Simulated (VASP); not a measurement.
**FeNi: single point with PBEsol**

The system is FeNi.

```
CELL_PARAMETERS angstrom
2.46814 0.00000 0.00000
0.00000 2.46814 0.00000
0.00000 0.00000 3.53293
ATOMIC_POSITIONS crystal
Fe 0.00000 0.00000 0.00000
Ni 0.50000 0.50000 0.50000
```

```yaml
Program: VASP 6.6.1
Task: single point
Functional: PBEsol
Potentials_or_basis: VASP PAW PBE potentials, release 64 (Fe, Ni)
Cutoff: 520 eV
k_mesh: 16 × 16 × 12
Occupations: gaussian, width 0.1 eV
Spin: collinear spin, ferromagnetic start
Starting_moments: "[2.79, 0.75] μB"
```

- Pressure: 0.1 GPa
- Net moment: 3.16 μB per cell
- Site moments: Fe +2.53; Ni +0.61 μB
- Valence electrons inside the program's atomic spheres: Fe 7.27; Ni 9.45

Levels at points of the mesh, in eV from the Fermi level:
Spin up:
| k point | band 7 | band 8 | band 9 | band 10 | band 11 | band 12 | band 13 | band 14 | band 15 | band 16 |
| --- | --- | --- | --- | --- | --- | --- | --- | --- | --- | --- |
| (0.00, 0.00, 0.00) | -1.56 | -1.35 | -0.57 | -0.33 | -0.33 | 2.26 | 9.53 | 15.14 | 15.14 | 20.21 |
| (0.50, 0.00, 0.00) | -1.97 | -1.81 | -1.46 | -1.32 | 0.88 | 1.58 | 11.74 | 11.76 | 12.68 | 13.60 |
| (0.50, 0.50, 0.00) | -0.59 | -0.37 | -0.37 | 0.12 | 2.57 | 2.57 | 9.63 | 10.04 | 14.27 | 14.91 |
| (0.00, 0.00, 0.50) | -1.66 | -1.66 | -1.59 | -1.59 | -1.00 | -0.93 | 19.44 | 19.44 | 19.54 | 19.87 |
| (0.50, 0.00, 0.50) | -0.72 | -0.64 | -0.49 | -0.42 | -0.41 | -0.30 | 6.00 | 6.57 | 21.60 | 21.75 |
| (0.50, 0.50, 0.50) | -1.64 | -1.55 | -0.61 | 0.13 | 8.00 | 8.00 | 8.11 | 8.11 | 10.15 | 10.42 |
Spin down:
```csv
k point,band 6,band 7,band 8,band 9,band 10,band 11
"(0.00, 0.00, 0.00)",-1.06,-0.44,0.28,1.75,1.75,2.11
"(0.50, 0.00, 0.00)",-1.24,-1.10,-0.77,0.76,1.27,1.65
"(0.50, 0.50, 0.00)",0.66,1.46,1.46,1.79,2.56,2.72
"(0.00, 0.00, 0.50)",-0.98,-0.98,-0.37,0.14,0.91,0.91
"(0.50, 0.00, 0.50)",-0.70,-0.37,-0.12,0.58,1.44,1.70
"(0.50, 0.50, 0.50)",-1.65,-0.84,0.38,1.18,2.56,8.67
```

It took 3.6 min on 1 thread of AMD EPYC 7R43 64-Core Processor (Zen 3) (shared host), peak memory 0.27 GiB.

Caveat: the PAW data sets were made with another functional, which shifts forces and pressure a little.
